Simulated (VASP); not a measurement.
# AgCl (P4/mmm) in VASP: settings compared, part 2 of 2

VASP 6.6.1. Earlier steps stand in the parts before.

### 4 Single point, PBE (biaxial xy strain +4.4%)

The input, INCAR:

```
SYSTEM = AgCl
  PREC = Accurate
  ENCUT = 520
  EDIFF = 1E-6
  ISMEAR = -1
  SIGMA = 0.02
  LREAL = .False.
  LASPH = .True.
  NELM = 60
  ALGO = Normal
  ISIF = 2
  LWAVE = .False.
  LCHARG = .False.
  GGA = PE
  NBANDS = 16
```

The input, KPOINTS:

```
Automatic mesh
0
Gamma
  8 8 8
  0 0 0
```

The input, POSCAR:

```
AgCl
1.0
    3.5439752393      0.0000000000      0.0000000000
    0.0000000000      3.5439752393      0.0000000000
    0.0000000000      0.0000000000      3.3955880419
Ag Cl
1 1
Direct
    0.0000000000      0.0000000000      0.0000000000
    0.5000000000      0.5000000000      0.5000000000
```

Potentials or basis: VASP PAW PBE potentials, release 64 (Ag, Cl).

Launch:

```console
cat potpaw_PBE.64/Ag/POTCAR potpaw_PBE.64/Cl/POTCAR > POTCAR
mpirun -np 1 vasp_std > vasp.out
```

OUTCAR:

```text
SYSTEM = AgCl
   PREC = Accurate
   ENCUT = 520
   EDIFF = 1E-6
   ISMEAR = -1
   LREAL = .False.
   LASPH = .True.
   NELM = 60
   ISIF = 2
   GGA = PE

 ion  position               nearest neighbor table
   1  0.000  0.000  0.000-   2 3.03   2 3.03   2 3.03   2 3.03   2 3.03   2 3.03   2 3.03   2 3.03

   2  0.500  0.500  0.500-   1 3.03   1 3.03   1 3.03   1 3.03   1 3.03   1 3.03   1 3.03   1 3.03

  LATTYP: Found a simple tetragonal cell.
 ALAT       =     3.5439752393
 C/A-ratio  =     0.9581297308

  Lattice vectors:

 A1 = (   3.5439752393,   0.0000000000,   0.0000000000)
 A2 = (   0.0000000000,   3.5439752393,   0.0000000000)
 A3 = (   0.0000000000,   0.0000000000,   3.3955880419)

Analysis of symmetry for initial positions (statically):
=====================================================================
 Subroutine PRICEL returns:
 Original cell was already a primitive cell.

 Routine SETGRP: Setting up the symmetry group for a
 simple tetragonal supercell.

 Subroutine GETGRP returns: Found 16 space group operations
 (whereof 16 operations were pure point group operations)
 out of a pool of 16 trial point group operations.

[... 163 lines left out ...]

 val. band max:        3.3270253920   @ k =   0.5000   0.0000   0.0000
 cond. band min:       3.8192975834   @ k =   0.0000   0.0000   0.0000
 fundamental gap:      0.4922721914
 Fermi energy:         3.5809819588

 k-point     1 :       0.0000    0.0000    0.0000
  band No.  band energies     occupation
      1     -10.9981      2.00000
      2       0.6896      2.00000
      3       0.7717      2.00000
      4       1.5480      2.00000
      5       1.5908      2.00000
      6       1.5908      2.00000
[... 433 lines left out ...]
      3       0.4195      2.00000
      4       0.9164      2.00000
      5       0.9369      2.00000
      6       1.5228      2.00000
[... 8 lines left out ...]
     15      17.9752      0.00000
     16      19.9971      0.00000

 [... further k-points ...]

------------------------ aborting loop because EDIFF is reached ----------------------------------------

  FORCE on cell =-STRESS in cart. coord.  units (eV):
  Direction    XX          YY          ZZ          XY          YZ          ZX
  --------------------------------------------------------------------------------------
  -------------------------------------------------------------------------------------
  Total       -0.7935988     -0.7935988     -0.2644561      0.0000000      0.0000000      0.0000000
  in kB      -29.8136569    -29.8136569     -9.9350000      0.0000000      0.0000000      0.0000000
  external PRESSURE =     -23.1874379 kB  Pullay stress =       0.0000000 kB

 VOLUME and BASIS-vectors are now :
 -----------------------------------------------------------------------------
  energy-cutoff  :      520.00
  volume of cell :       42.65
      direct lattice vectors                 reciprocal lattice vectors
     3.543975239  0.000000000  0.000000000     0.282169014  0.000000000  0.000000000
     0.000000000  3.543975239  0.000000000     0.000000000  0.282169014  0.000000000
     0.000000000  0.000000000  3.395588042     0.000000000  0.000000000  0.294499800

 POSITION                                       TOTAL-FORCE (eV/Angst)
 -----------------------------------------------------------------------------------
      0.00000      0.00000      0.00000         0.000000      0.000000      0.000000
      1.77199      1.77199      1.69779         0.000000      0.000000      0.000000
 -----------------------------------------------------------------------------------
    total drift:                               -0.000000      0.000000      0.000000

  FREE ENERGIE OF THE ION-ELECTRON SYSTEM (eV)
  ---------------------------------------------------
  free  energy   TOTEN  =        -5.0974464494 eV

  energy  without entropy=       -5.0974464353  energy(sigma->0) =       -5.09744644
```

OSZICAR:

```text
N       E                     dE             d eps       ncg     rms          rms(c)
DAV:   1     0.987763580036E+02    0.98776E+02   -0.86413E+03  2440   0.102E+03
DAV:   2    -0.170979102870E+01   -0.10049E+03   -0.91979E+02  3024   0.219E+02
DAV:   3    -0.539402984587E+01   -0.36842E+01   -0.36757E+01  2920   0.442E+01
DAV:   4    -0.541884684614E+01   -0.24817E-01   -0.24815E-01  3088   0.393E+00
DAV:   5    -0.541915861770E+01   -0.31177E-03   -0.31177E-03  2944   0.434E-01    0.471E+00
DAV:   6    -0.511152556969E+01    0.30763E+00   -0.36715E-01  2944   0.848E+00    0.320E+00
DAV:   7    -0.510156199875E+01    0.99636E-02   -0.14311E-01  2672   0.254E+00    0.189E+00
DAV:   8    -0.509778209401E+01    0.37799E-02   -0.83173E-03  2824   0.902E-01    0.384E-01
DAV:   9    -0.509738829887E+01    0.39380E-03   -0.82244E-04  3112   0.442E-01    0.649E-02
DAV:  10    -0.509743497280E+01   -0.46674E-04   -0.17875E-04  2752   0.134E-01    0.518E-02
DAV:  11    -0.509744680645E+01   -0.11834E-04   -0.11085E-05  2760   0.274E-02    0.126E-02
DAV:  12    -0.509744644942E+01    0.35703E-06   -0.44315E-07  2056   0.549E-03
   1 F= -.50974464E+01 E0= -.50974464E+01  d E =-.140784E-07
```

It took 62 s on 1 thread of Intel Xeon 8259CL, shared host; peak memory 0.19 GiB.

Results:

| Item | Value |
| --- | --- |
| Free energy | -5.0974 eV |
| Pressure | -2.3 GPa |
| Band gap on the k mesh | 0.49 eV (least direct gap 1.64 eV) |

Levels at points of the mesh, in eV from the valence-band top:
| k point | band 6 | band 7 | band 8 | band 9 | band 10 | band 11 | band 12 | band 13 |
| --- | --- | --- | --- | --- | --- | --- | --- | --- |
| (0.00, 0.00, 0.00) | -1.74 | -1.52 | -1.52 | -1.14 | 0.49 | 9.28 | 9.59 | 12.96 |
| (0.50, 0.00, 0.00) | -1.70 | -1.47 | -0.08 | 0.00 | 4.89 | 5.13 | 9.58 | 9.58 |
| (0.50, 0.50, 0.00) | -1.95 | -1.95 | -1.53 | -0.65 | 2.52 | 8.79 | 8.79 | 10.61 |
| (0.00, 0.00, 0.50) | -1.72 | -1.32 | -0.10 | -0.10 | 4.69 | 5.32 | 9.51 | 9.79 |
| (0.50, 0.00, 0.50) | -2.06 | -2.00 | -1.47 | -0.90 | 2.91 | 8.37 | 8.82 | 10.46 |
| (0.50, 0.50, 0.50) | -1.44 | -0.31 | -0.23 | -0.23 | 4.81 | 4.94 | 4.94 | 6.45 |

Caveat: the cell differs from its parent crystal (biaxial xy strain +4.4%). A k mesh can miss the band edges.

### 5 Single point, r2SCAN (uniaxial z strain -3.9%)

The input, POSCAR:

```
AgCl
1.0
    3.3955880419      0.0000000000      0.0000000000
    0.0000000000      3.3955880419      0.0000000000
    0.0000000000      0.0000000000      3.2638392259
Ag Cl
1 1
Direct
    0.0000000000      0.0000000000      0.0000000000
    0.5000000000      0.5000000000      0.5000000000
```

The input, INCAR.step1:

```
SYSTEM = AgCl
ALGO = Normal ; EDIFF = 1E-4
ENCUT = 520 ; GGA = PE
ISMEAR = 0 ; LASPH = .True.
LCHARG = .False. ; LREAL = .False.
LWAVE = .True. ; NBANDS = 16
NELM = 80 ; PREC = Accurate
SIGMA = 0.01
```

The input, INCAR.step2:

```
SYSTEM = AgCl
ALGO = Normal ; EDIFF = 1E-7
ENCUT = 520 ; ISIF = 2
ISMEAR = 0 ; ISTART = 1
LASPH = .True. ; LCHARG = .False.
LMIXTAU = .True. ; LREAL = .False.
LWAVE = .False. ; METAGGA = R2SCAN
NBANDS = 16 ; NELM = 80
PREC = Accurate ; SIGMA = 0.01
```

The input, KPOINTS:

```
k-points
0
Gamma
  8 8 8
  0 0 0
```

Launch:

```console
cat potpaw_PBE.64/Ag/POTCAR potpaw_PBE.64/Cl/POTCAR > POTCAR
cp INCAR.step1 INCAR
mpirun -np 1 vasp_std > vasp.out
cp INCAR.step2 INCAR
mpirun -np 1 vasp_std > vasp.out
```

Wall time 3.8 min (1 thread of Intel Xeon 8259CL, shared host); peak memory 0.19 GiB.

It converged, with:

```yaml
Free_energy: -28.3812 eV
Pressure: 2.4 GPa
Band_gap_on_the_k_mesh: 1.15 eV (least direct gap 2.72 eV)
```

Stress tensor (GPa, compression positive):
```
1.53 0.00 0.00
0.00 1.53 0.00
0.00 0.00 4.12
```

Levels at points of the mesh, in eV from the valence-band top:
```csv
k point,band 5,band 6,band 7,band 8,band 9,band 10,band 11,band 12,band 13,band 14
"(0.00, 0.00, 0.00)",-2.01,-2.01,-1.98,-1.98,-1.58,1.15,9.72,10.01,14.93,14.93
"(0.50, 0.00, 0.00)",-2.95,-1.93,-1.66,-0.07,0.00,5.66,6.34,9.77,10.27,11.20
"(0.50, 0.50, 0.00)",-2.27,-2.27,-2.22,-1.70,-0.96,2.93,10.13,10.13,11.42,14.80
"(0.00, 0.00, 0.50)",-2.84,-1.96,-1.48,-0.10,-0.10,5.45,6.52,9.69,10.44,10.44
"(0.50, 0.00, 0.50)",-2.40,-2.34,-2.33,-1.64,-1.24,3.32,9.67,10.09,11.27,14.16
"(0.50, 0.50, 0.50)",-1.67,-1.60,-0.29,-0.20,-0.20,5.03,5.12,5.12,7.78,18.99
```

Caveat: the cell differs from its parent crystal (uniaxial z strain -3.9%); the PAW data sets were made with another functional, which shifts forces and pressure a little. A k mesh can miss the band edges.

### 6 Summary

| level | cell | smearing | gap on the mesh (eV) | pressure (GPa) |
| --- | --- | --- | --- | --- |
| PBE | a = 3.396, b = 3.396, c = 3.264 Å, 2 atoms | fermi-dirac 0.02 eV | 0.53 | 3.9 |
| PBE | a = 3.547, b = 3.396, c = 3.396 Å, 2 atoms | fermi-dirac 0.02 eV | 0.52 | -0.7 |
| PBE | a = 3.544, b = 3.544, c = 3.396 Å, 2 atoms | fermi-dirac 0.02 eV | 0.49 | -2.3 |
| r2SCAN | a = 3.396, b = 3.396, c = 3.264 Å, 2 atoms | gaussian 0.01 eV | 1.15 | 2.4 |

Alike in all rows: task single point; potentials or basis VASP PAW PBE potentials, release 64 (Ag, Cl); no spin polarisation; k mesh 8 × 8 × 8; cutoff (eV) 520.

Caveats: the cell stands under pressure (at least some runs); the PAW data sets were made with another functional, which shifts forces and pressure a little (at least some runs).

Absolute energies hang on the potentials; compare differences alone.
